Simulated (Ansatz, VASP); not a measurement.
# WC in VASP and in Ansatz

```
W C
1.0
    -2.89841    0.00000    0.00000
    -1.44921   -2.51010    0.00000
     0.00000    0.00000   14.48284
W C
3 3
Cartesian
  0.0000 0.0000 7.7758
  0.0000 0.0000 2.1206
  0.0000 0.0000 4.9482
  -2.8984 -1.6734 0.7068
  -2.8984 -1.6734 3.5344
  -2.8984 -1.6734 6.3620
```

Alike in both runs: task single point; functional PBEsol; k mesh 23 × 23 × 7; occupations gaussian, width 0.15 eV; no spin polarisation.

|  | VASP | Ansatz |
| --- | --- | --- |
| version | VASP 6.6.1 | Ansatz 0.2.0 |
| potentials or method | VASP PAW PBE potentials, release 64 (W_sv, C), cutoff 520 eV | scalar-relativistic, plane waves, PAW |
| valence electrons in the cell | 54 | 54 |

```csv
,VASP,Ansatz,Ansatz less VASP
gap on the k mesh at the Fermi level (eV),none,none,-
rms of the force components (eV/Å),1.820,1.827,+0.0061
```

VASP's potentials were made for PBE, not for PBEsol. Atom by atom the forces differ by 0.020 eV/Å (rms over components). A gap of «none» marks a metal or a gap that the smearing closes. Ansatz's warnings: xc potential rough in thin density.

Spin-orbit coupling is off throughout.
